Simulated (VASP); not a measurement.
**BeZn4O: single point with PBE**

The system is BeZn4O.

```
Be Zn O
1.0
     0.00000    3.33701    3.33701
     3.33701    0.00000    3.33701
     3.33701    3.33701    0.00000
Be Zn O
1 4 1
Direct
  0.75000 0.75000 0.75000
  0.86861 0.37713 0.37713
  0.37713 0.37713 0.37713
  0.37713 0.86861 0.37713
  0.37713 0.37713 0.86861
  0.00000 0.00000 0.00000
```

The cell was built from a structure type or drawn by symmetry, and may not be a known phase.

```
Program             : VASP 6.6.1
Task                : single point
Functional          : PBE
Potentials or basis : VASP PAW PBE potentials, release 64 (Be, Zn, O)
Cutoff              : 520 eV
k mesh              : 4 × 4 × 4
Occupations         : gaussian, width 0.1 eV
Spin                : no spin polarisation
```

The pressure is 15.1 GPa, the largest force is 1.090 eV/Å and the band gap on the k mesh is zero (bands 28 and 29 overlap by 0.74 eV).

Forces in eV/Å, atoms in the order of the input:
```
Be   0.000  0.000  0.000
Zn  -0.629  0.629  0.629
Zn  -0.629 -0.629 -0.629
Zn   0.629 -0.629  0.629
Zn   0.629  0.629 -0.629
O    0.000  0.000  0.000
```

Levels at points of the mesh, in eV from the Fermi level:
| k point | band 26 | band 27 | band 28 | band 29 | band 30 | band 31 |
| --- | --- | --- | --- | --- | --- | --- |
| (0.00, 0.00, 0.00) | -2.38 | -0.16 | -0.16 | -0.16 | 2.56 | 3.02 |
| (0.50, 0.00, 0.00) | -2.47 | -0.46 | -0.42 | -0.42 | 2.47 | 2.47 |
| (0.50, 0.50, 0.00) | -2.73 | -0.50 | 0.32 | 0.32 | 0.74 | 6.57 |

It took 14 s on 1 thread of AMD EPYC 9R45 96-Core Processor (Zen 5), with other jobs on the host, peak memory 0.18 GiB.

Caveat: the k points lie up to 0.41 Å⁻¹ apart, too coarse for converged energies and pressures of a metal; semilocal functionals underestimate gaps, so a narrow gap can read as zero; forces of over 1 eV/Å act on the atoms, so gaps and moduli don't describe the material at rest.
